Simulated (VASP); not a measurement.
Write the native input for VASP 6.6.1 that does the following.

```yaml
Task: single point
Functional: PBE
Potentials_or_basis: VASP PAW PBE potentials, release 64 (H)
Cutoff: 500 eV
k_mesh: 4 × 4 × 4
Occupations: gaussian, width 0.01 eV
Spin: no spin polarisation
Dipole_correction: no
Further_INCAR_settings: ALGO = Normal; EDIFF = 1e-06; NBANDS = 8
```

The structure of H lies in POSCAR:

```
H
1.0
   -1.9266307464      1.9266307464      2.4275887119
    1.9266307464     -1.9266307464      2.4275887119
    1.9266307464      1.9266307464     -2.4275887119
H
2
Direct
    0.9211472140      0.9211472140      0.0000000000
    0.0788527860      0.0788527860      0.0000000000
```

This cell differs from its parent crystal: volume changed by +10%.

The input as run:

INCAR

```
SYSTEM = H
  ALGO = Normal
  EDIFF = 1E-6
  ENCUT = 500
  GGA = PE
  GGA_COMPAT = .FALSE.
  ISIF = 2
  ISMEAR = 0
  LASPH = .TRUE.
  LCHARG = .TRUE.
  LELF = .TRUE.
  LREAL = .FALSE.
  LVHAR = .TRUE.
  LWAVE = .FALSE.
  NBANDS = 8
  NELM = 120
  PREC = Accurate
  SIGMA = 0.01
```

KPOINTS

```
k-points
0
G
  4 4 4
  0 0 0
```

Potentials or basis: VASP PAW PBE potentials, release 64 (H).

Command:

```bash
$ cat potpaw_PBE.64/H/POTCAR > POTCAR
$ mpirun -np 1 vasp_std > vasp.out
```

Results of the run:

```yaml
Pressure: -0.8 GPa
Largest_force: 0.491 eV/Å
Band_gap_on_the_k_mesh: 9.29 eV, indirect (least direct gap 9.65 eV)
```

Caveat: the k points lie up to 0.58 Å⁻¹ apart.

Wall time 3.5 s on 1 thread of Intel(R) Xeon(R) 6975P-C (Granite Rapids), with other jobs on the host, peak memory 0.14 GiB.
